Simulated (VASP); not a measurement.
Write the native input for VASP 6.6.1 that does the following.

```
Task                   : single point
Functional             : PBEsol
Potentials or basis    : VASP PAW PBE potentials, release 64 (Re)
Cutoff                 : 520 eV
k mesh                 : 14 × 14 × 14
Occupations            : fermi-dirac, width 0.1 eV
Spin                   : no spin polarisation
Dipole correction      : no
Further INCAR settings : ALGO = Normal; EDIFF = 1e-06; NBANDS = 10
```

The structure of Re lies in POSCAR:

```
Re
1.0
    2.5541110586      0.0000000000      0.0000000000
    0.0000000000      2.5541110586      0.0000000000
    0.0000000000      0.0000000000      2.5541110586
Re
1
Direct
    0.0000000000      0.0000000000      0.0000000000
```

These files were run (other wordings do the same):

INCAR

```
PREC = Accurate
ENCUT = 520
EDIFF = 1E-6
ISMEAR = -1
SIGMA = 0.1
LREAL = False
LASPH = True
NELM = 80
ALGO = Normal
ISIF = 2
LWAVE = False
LCHARG = False
GGA = PS
NBANDS = 10
```

KPOINTS

```
regular mesh
0
Gamma
  14 14 14
```

Potentials or basis: VASP PAW PBE potentials, release 64 (Re).

Command:

```console
$ cat potpaw_PBE.64/Re/POTCAR > POTCAR
$ mpirun -np 1 vasp_std > vasp.out
```

Results of the run:

The pressure is -1.4 GPa.

Caveat: the PAW data sets were made with another functional, which shifts forces and pressure a little.

Wall time 6.2 s on 1 thread of Intel(R) Xeon(R) 6975P-C (Granite Rapids), with other jobs on the host, peak memory 0.13 GiB.
